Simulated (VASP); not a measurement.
A run of VASP 6.6.1 is set up as follows.

INCAR

```
PREC     = Accurate       # precision mode
ENCUT    = 520            # plane-wave cutoff, eV
EDIFF    = 1E-6           # SCF threshold, eV
ISMEAR   = 0              # smearing method
SIGMA    = 0.1            # smearing width, eV
LREAL    = False          # projectors in reciprocal space
LASPH    = True           # aspherical terms in the spheres
NELM     = 80             # most SCF steps
ALGO     = Normal         # electronic algorithm
ISIF     = 2              # what is computed and relaxed
LWAVE    = False          # write WAVECAR
LCHARG   = False          # write CHGCAR
LDIPOL   = True         
IDIPOL   = 3            
DIPOL    = 0.5 0.5 0.500
GGA      = PE             # functional
IBRION   = 2              # ionic algorithm
NSW      = 80             # ionic steps
EDIFFG   = -0.02          # ionic threshold
```

The input KPOINTS:

```
Automatic mesh
0
Gamma
  12 12 1
```

POSCAR

```
Au
1.0
    2.9400765671      0.0000000000      0.0000000000
   -1.4700382836      2.5461809962      0.0000000000
    0.0000000000      0.0000000000     24.6022498589
Au
5
Direct
    0.6666666667      0.3333333333      0.3048501679
    0.3333333333      0.6666666667      0.4024250839
    0.0000000000      0.0000000000      0.5000000000
    0.6666666667      0.3333333333      0.5975749161
    0.3333333333      0.6666666667      0.6951498321
```

Potentials or basis: VASP PAW PBE potentials, release 64 (Au).

Run with:

```console
$ cat potpaw_PBE.64/Au/POTCAR > POTCAR
$ mpirun -np 1 vasp_std > vasp.out
```

(1) Estimate the energy gained by relaxing.

(2) Estimate the band gap on the k mesh.

Results:

(1) 0.9 meV/atom.

(2) zero (an odd number of electrons rules out a gap without spin polarisation).

Caveat: spin-orbit coupling is left out, which moves the levels of the heavy elements.
